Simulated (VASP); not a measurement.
The system is InP.

```
In P
1.0
     0.00000    2.95379    2.95379
     3.02763    0.00000    2.95379
     3.02763    2.95379    0.00000
In P
1 1
Direct
  0.00000 0.00000 0.00000
  0.25000 0.25000 0.25000
```

This cell differs from its parent crystal: uniaxial x strain +2.5%.

Base run:

| Quantity | Value |
| --- | --- |
| Program | VASP 6.6.1 |
| Functional | PBE |
| Potentials or basis | VASP PAW PBE potentials, release 64 (In_d, P) |
| Cutoff | 520 eV |
| k mesh | 8 × 8 × 8 |
| Occupations | fermi-dirac, width 0.02 eV |
| Spin | no spin polarisation |

Its results: band gap on the k mesh 0.41 eV, direct; pressure 0.0 GPa.

Question: The run is repeated on the same cell with these changes: functional from PBE to r2SCAN; occupations from fermi-dirac, width 0.02 eV to gaussian, width 0.01 eV. What comes out?

Answer: Band gap on the k mesh 0.84 eV, direct; pressure -1.7 GPa.

Caveats: spin-orbit coupling is left out, which moves the levels of the heavy elements; the PAW data sets were made with another functional, which shifts forces and pressure a little (some runs).

